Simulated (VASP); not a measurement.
# V (P6_3/mmc) in VASP: further runs

V is run at these levels: PBE; tasks: relaxation of cell and atoms, single point.

Program: VASP 6.6.1. These are calculated values, not measurements. Logs are shortened: lines on timing, memory, paths and dates and some standing lists are left out, and cuts for length are marked.

### Step 1. The cell of the first run

It takes space group P6_3/mmc (No. 194, hexagonal). Conventional cell: a = 2.680 Å, b = 2.680 Å, c = 4.376 Å, α = 90.00°, β = 90.00°, γ = 120.00°. Within 3.5 Å of V (site symmetry -6m2) lie 12 V at 2.68 Å.

This isn't the form of V at room conditions, which is bcc.

### Step 2. Relaxation of cell and atoms, PBE

File INCAR:

```
ALGO     = Fast           # electronic algorithm
EDIFF    = 1E-6           # SCF threshold, eV
EDIFFG   = -0.005         # ionic threshold
ENCUT    = 600            # plane-wave cutoff, eV
GGA      = PE             # functional
IBRION   = 2              # ionic algorithm
ISIF     = 3              # what is computed and relaxed
ISMEAR   = 0              # smearing method
LASPH    = True           # aspherical terms in the spheres
LCHARG   = False          # write CHGCAR
LREAL    = False          # projectors in reciprocal space
LWAVE    = False          # write WAVECAR
NELM     = 100            # most SCF steps
NSW      = 100            # ionic steps
PREC     = Accurate       # precision mode
SIGMA    = 0.1            # smearing width, eV
```

File KPOINTS:

```
k-points
0
Gamma
  18 18 10
```

File POSCAR:

```
V
1.0
    2.6799350000      0.0000000000      0.0000000000
   -1.3399670000      2.3208920000      0.0000000000
    0.0000000000      0.0000000000      4.3763150000
V
2
Direct
    0.0000000000      0.0000000000      0.0000000000
    0.3333333300      0.6666666700      0.5000000000
```

Potentials or basis: VASP PAW PBE potentials, release 64 (V_sv).

Started as:

```bash
cat potpaw_PBE.64/V_sv/POTCAR > POTCAR
mpirun -np 1 vasp_std > vasp.out
```

OUTCAR:

```text
EDIFF = 1E-6
   EDIFFG = -0.005
   ENCUT = 600
   GGA = PE
   IBRION = 2
   ISIF = 3
   ISMEAR = 0
   LASPH = True
   LREAL = False
   NELM = 100
   NSW = 100
   PREC = Accurate

 ion  position               nearest neighbor table
   1  0.000  0.000  0.000-   2 2.68   2 2.68   2 2.68   2 2.68   2 2.68   2 2.68
   2  0.333  0.667  0.500-   1 2.68   1 2.68   1 2.68   1 2.68   1 2.68   1 2.68

  LATTYP: Found a hexagonal cell.
 ALAT       =     2.6799350000
 C/A-ratio  =     1.6329929644

  Lattice vectors:

 A1 = (   2.6799350000,   0.0000000000,   0.0000000000)
 A2 = (  -1.3399670000,   2.3208920000,   0.0000000000)
 A3 = (   0.0000000000,   0.0000000000,   4.3763150000)

Analysis of symmetry for initial positions (statically):
=====================================================================
 Subroutine PRICEL returns:
 Original cell was already a primitive cell.

 Routine SETGRP: Setting up the symmetry group for a
 hexagonal supercell.

 Subroutine GETGRP returns: Found 24 space group operations
 (whereof 12 operations were pure point group operations)
 out of a pool of 24 trial point group operations.

The static configuration has the point symmetry D_3h.
 The point group associated with its full space group is D_6h.

Analysis of symmetry for dynamics (positions and initial velocities):
=====================================================================
 Subroutine PRICEL returns:
 Original cell was already a primitive cell.

 Routine SETGRP: Setting up the symmetry group for a
 hexagonal supercell.

 Subroutine GETGRP returns: Found 24 space group operations
 (whereof 12 operations were pure point group operations)
 out of a pool of 24 trial point group operations.

The dynamic configuration has the point symmetry D_3h.
 The point group associated with its full space group is D_6h.

 Subroutine INISYM returns: Found 24 space group operations
 (whereof 12 operations are pure point group operations),
 and found     1 'primitive' translations

----------------------------------------------------------------------------------------

                                     Primitive cell

  volume of cell :      27.2200

  direct lattice vectors                    reciprocal lattice vectors
     2.679935000  0.000000000  0.000000000     0.373143378  0.215434330  0.000000000
    -1.339967000  2.320892000  0.000000000     0.000000000  0.430868821  0.000000000
     0.000000000  0.000000000  4.376315000     0.000000000  0.000000000  0.228502747

[... 81 lines left out ...]
   ENCUT  =  600.0 eV  44.10 Ry    6.64 a.u.   5.35  5.35  8.74*2*pi/ulx,y,z
   NELM   =    100;   NELMIN=  2; NELMDL= -5     # of ELM steps
   EDIFF  = 0.1E-05   stopping-criterion for ELM
   LREAL  =      F    real-space projection
   EDIFFG = -.5E-02   stopping-criterion for IOM
   NSW    =    100    number of steps for IOM
   IBRION =      2    ionic relax: 0-MD 1-quasi-New 2-CG
   NFREE  =      1    steps in history (QN), initial steepest desc. (CG)
   ISIF   =      3    stress and relaxation
   ISYM   =      2    0-nonsym 1-usesym 2-fastsym
   POTIM  = 0.5000    time-step for ionic-motion
   TEBEG  =    0.0;   TEEND  =   0.0 temperature during run
   PSTRESS=    0.0 pullay stress
   NELECT =      26.0000    total number of electrons
   NUPDOWN=      -1.0000    fix difference up-down
   EMIN   =  10.00;   EMAX   =-10.00  energy-range for DOS
   EFERMI =   0.00;   METHOD = LEGACY
   ISMEAR =     0;   SIGMA  =   0.10  broadening in eV -4-tet -1-fermi 0-gaus
   EFERMI_NEDOS =   21; number of points for ismear=-14 and -15
   IALGO  =     68    algorithm
   IMIX   =      4    mixing-type and parameters
     AMIX     =   0.40;   BMIX     =  1.00
     AMIX_MAG =   1.60;   BMIX_MAG =  1.00
  volume/ion in A,a.u.               =      13.61        91.84
  Fermi-wavevector in a.u.,A,eV,Ry     =   1.612266  3.046741 35.367006  2.599402
  Thomas-Fermi vector in A             =   2.707524
   LORBIT       =      0    0 simple, 1 ext, 2 COOP (PROOUT), +10 PAW based schemes
   GGA     = PE    functional components
   LHFCALC =     F    Hartree Fock is set to
   AEXX    =    0.0000 exact exchange contribution
   IVDW    =     0    specifies the selected vdW correction
   LEPSILON=     F    determine dielectric tensor
   LRPA    =     F    only Hartree local field effects (RPA)
 conjugate gradient relaxation of ions
 non-spin polarized calculation
 RMM-DIIS sequential band-by-band and
 Gauss-broadening in eV      SIGMA  =   0.10
  energy-cutoff  :      600.00
  volume of cell :       27.22
 maximum number of plane-waves:       932
 NGX is ok and might be reduce to    24

--------------------------------------- Ionic step        1  -------------------------------------------

 number of electron      26.0000005 magnetization

 Free energy of the ion-electron system (eV)
  ---------------------------------------------------
  ext. energy  EPLUGINS =         0.00000000
  ---------------------------------------------------
  free energy    TOTEN  =       -17.41400623 eV

  energy without entropy =      -17.39494476  energy(sigma->0) =      -17.40447549

 E-fermi :  10.0061     XC(G=0): -12.8410

 val. band max:       10.0057723202   @ k =   0.1667   0.1667   0.0000
 cond. band min:      10.0134913676   @ k =   0.2222   0.0556   0.4000
 fundamental gap:      0.0077190474
 Fermi energy:        10.0061272068

 k-point     1 :       0.0000    0.0000    0.0000
  band No.  band energies     occupation
      1     -54.0785      2.00000
      2     -53.9011      2.00000
      3     -28.2366      2.00000
      4     -27.5391      2.00000
      5     -27.5391      2.00000
      6     -27.4285      2.00000
[... 572 lines left out ...]
  FREE ENERGIE OF THE ION-ELECTRON SYSTEM (eV)
  ---------------------------------------------------
  free  energy   TOTEN  =       -17.4477889432 eV

  energy  without entropy=      -17.4282375446  energy(sigma->0) =      -17.43801324

[... ionic steps 4 to 8 ...]

--------------------------------------- Ionic step        9  -------------------------------------------

 number of electron      26.0000017 magnetization

------------------------ aborting loop because EDIFF is reached ----------------------------------------
[... 67 lines left out ...]
--------------------------------------- Ionic step       11  -------------------------------------------

 number of electron      26.0000017 magnetization

 Free energy of the ion-electron system (eV)
  ---------------------------------------------------
  ext. energy  EPLUGINS =         0.00000000
  ---------------------------------------------------
  free energy    TOTEN  =       -17.48741247 eV

  energy without entropy =      -17.47012621  energy(sigma->0) =      -17.47876934

 E-fermi :   9.7157     XC(G=0): -12.7359

 val. band max:        9.7143983903   @ k =   0.4444   0.1111   0.3000
 cond. band min:       9.7157357693   @ k =   0.2222   0.1667   0.1000
 fundamental gap:      0.0013373790
 Fermi energy:         9.7157071788

 k-point     1 :       0.0000    0.0000    0.0000
  band No.  band energies     occupation
      1     -54.3171      2.00000
      2     -54.2055      2.00000
      3     -28.4210      2.00000
      4     -27.7707      2.00000
      5     -27.6603      2.00000
      6     -27.6603      2.00000
[... 500 lines left out ...]
  FREE ENERGIE OF THE ION-ELECTRON SYSTEM (eV)
  ---------------------------------------------------
  free  energy   TOTEN  =       -17.4874124727 eV

  energy  without entropy=      -17.4701262061  energy(sigma->0) =      -17.47876934

 reached required accuracy - stopping structural energy minimisation
```

CONTCAR:

```text
V
   1.00000000000000
     2.6111019691403827   -0.0000000146992223   -0.0000000000000000
    -1.3055505101423870    2.2612808379564404    0.0000000000000000
     0.0000000000000000   -0.0000000000000000    4.6932395183580882
  V
     2
Direct
     0.0000000000000000    0.0000000000000000    0.0000000000000000
     0.3333333300000021    0.6666666699999979    0.5000000000000000

  0.00000000E+00  0.00000000E+00  0.00000000E+00
  0.00000000E+00  0.00000000E+00  0.00000000E+00
```

It took 7.6 min on 1 thread of Intel Xeon Platinum 8375C at 2.90GHz (Ice Lake), shared host; peak memory 0.25 GiB.

Results:

```yaml
Free_energy: -17.4874 eV
Relaxed_volume: 13.86 Å³/atom
Relaxed_cell: a = 2.611 Å, b = 2.611 Å, c = 4.693 Å, α = 90.00°, β = 90.00°, γ = 120.00°
Space_group_after_relaxing_to_0.1_Å: P6_3/mmc (No. 194)
Energy_gained_by_relaxing: 36.7 meV/atom
Ionic_steps: 11
Pressure_after_relaxing: 0.0 GPa
Band_gap_on_the_k_mesh: zero (bands 13 and 14 overlap by 2.21 eV)
```

The path:
```tsv
step	energy change (eV)	largest force (eV/Å)	pressure (GPa)	volume (Å³)
1	0.0000	0.0000	3.51	27.22
2	-0.0337	0.0000	-4.00	28.40
3	-0.0338	0.0000	-4.22	28.44
4	-0.0593	0.0000	-3.66	28.33
5	-0.0678	0.0000	-3.15	28.24
6	-0.0683	0.0000	-3.04	28.22
7	-0.0734	0.0000	0.27	27.65
8	-0.0734	0.0000	-0.14	27.70
9	-0.0734	0.0000	0.03	27.69
10	-0.0734	0.0000	0.10	27.69
11	-0.0734	0.0000	-0.01	27.71
```

Final structure:
```xyz
2
Lattice="2.6111 0.0000 0.0000 -1.3056 2.2613 0.0000 0.0000 0.0000 4.6932" Properties=species:S:1:pos:R:3 pbc="T T T"
V     0.0000    0.0000    0.0000
V     0.0000    1.5075    2.3466
```

### Step 3. Single point, PBE

This run uses another cell than the first one: it holds 6 atoms, not 2.

File INCAR:

```
SYSTEM = V
PREC = Accurate ; ENCUT = 520
EDIFF = 1E-6 ; ISMEAR = 0
SIGMA = 0.1 ; LREAL = .FALSE.
LASPH = .TRUE. ; NELM = 80
ALGO = Fast ; ISIF = 2
LWAVE = .FALSE. ; LCHARG = .FALSE.
GGA = PE ; NBANDS = 48
```

File KPOINTS:

```
Automatic mesh
0
G
  18 18 4
  0 0 0
```

File POSCAR:

```
V
1.0
    2.6239388156      0.0000000000      0.0000000000
   -1.3119694078      2.2723976723      0.0000000000
    0.0000000000      0.0000000000     13.9445063342
V
6
Direct
    0.0000000000      0.0000000000      0.0000000000
    0.3333333333      0.6666666667      0.1669261883
    0.6666666667      0.3333333333      0.3330738117
    0.0000000000      0.0000000000      0.5000000000
    0.6666666667      0.3333333333      0.6669261883
    0.3333333333      0.6666666667      0.8330738117
```

Potentials or basis: VASP PAW PBE potentials, release 64 (V_sv).

Started as:

```bash
cat potpaw_PBE.64/V_sv/POTCAR > POTCAR
mpirun -np 1 vasp_std > vasp.out
```

Wall time 8 min (1 thread of Intel Xeon Platinum 8375C at 2.90GHz (Ice Lake), shared host); peak memory 0.41 GiB.

The run converged. Its results:

```
Free energy            : -52.5340 eV
Pressure               : 0.2 GPa
Band gap on the k mesh : zero (bands 39 and 40 overlap by 1.07 eV)
```

Forces on the atoms (eV/Å):
```
V    0.000  0.000  0.000
V    0.000  0.000 -0.002
V    0.000  0.000  0.002
V    0.000  0.000  0.000
V    0.000  0.000 -0.002
V    0.000  0.000  0.002
```

Levels at points of the mesh, in eV from the Fermi level:
```tsv
k point	band 36	band 37	band 38	band 39	band 40	band 41	band 42	band 43
(0.00, 0.00, 0.00)	0.02	0.26	0.26	0.32	0.32	0.41	0.41	0.41
(0.50, 0.00, 0.00)	-0.72	-0.01	0.09	0.52	0.92	1.02	1.05	1.06
(0.00, 0.00, 0.50)	-0.34	0.28	0.28	0.28	0.28	0.44	0.44	0.44
(0.50, 0.00, 0.50)	-0.70	0.15	0.15	0.51	0.51	0.65	0.65	1.61
```
